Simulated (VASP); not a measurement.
Si2C: single point with PBE

Crystal: Si2C.

```
Si C
1.0
     2.72014    0.00000    0.00000
     0.00000    2.72014    0.00000
     0.00000    0.00000    4.81268
Si C
2 1
Direct
  0.50000 0.50000 0.24195
  0.50000 0.50000 0.75805
  0.00000 0.00000 0.00000
```

```yaml
Program: VASP 6.6.1
Task: single point
Functional: PBE
Potentials_or_basis: VASP PAW PBE potentials, release 64 (Si, C)
Cutoff: 520 eV
k_mesh: 16 × 16 × 10
Occupations: gaussian, width 0.1 eV
Spin: no spin polarisation
```

| Quantity | Value |
| --- | --- |
| Pressure | 0.0 GPa |
| Largest force | 0.005 eV/Å |
| Band gap on the k mesh | zero (band 6 reaches 12.84 eV, above the bottom of band 7 at 7.16 eV) |

Forces in eV/Å, atoms in the order of the input:
```
Si   0.000  0.000 -0.005
Si   0.000  0.000  0.005
C    0.000  0.000  0.000
```

Stress tensor (GPa, compression positive):
```
 0.04  0.00  0.00
 0.00  0.04  0.00
 0.00  0.00 -0.08
```

Levels at points of the mesh, in eV from the Fermi level:
| k point | band 4 | band 5 | band 6 | band 7 | band 8 | band 9 |
| --- | --- | --- | --- | --- | --- | --- |
| (0.00, 0.00, 0.00) | -1.41 | -1.41 | 1.75 | 3.90 | 4.87 | 7.96 |
| (0.50, 0.00, 0.00) | -5.12 | -3.96 | -2.10 | 0.59 | 5.95 | 6.33 |
| (0.50, 0.50, 0.00) | -6.51 | -2.27 | -1.69 | -0.12 | -0.12 | 1.06 |
| (0.00, 0.00, 0.50) | -1.67 | -1.33 | -1.33 | 1.91 | 5.63 | 6.02 |
| (0.50, 0.00, 0.50) | -6.93 | 0.61 | 1.92 | 2.09 | 2.77 | 2.79 |
| (0.50, 0.50, 0.50) | -5.72 | -4.01 | -2.74 | -2.45 | -2.45 | 5.77 |

Run time: 39 s on 1 thread of Intel(R) Xeon(R) 6975P-C (Granite Rapids), on a shared host, peak memory 0.21 GiB.
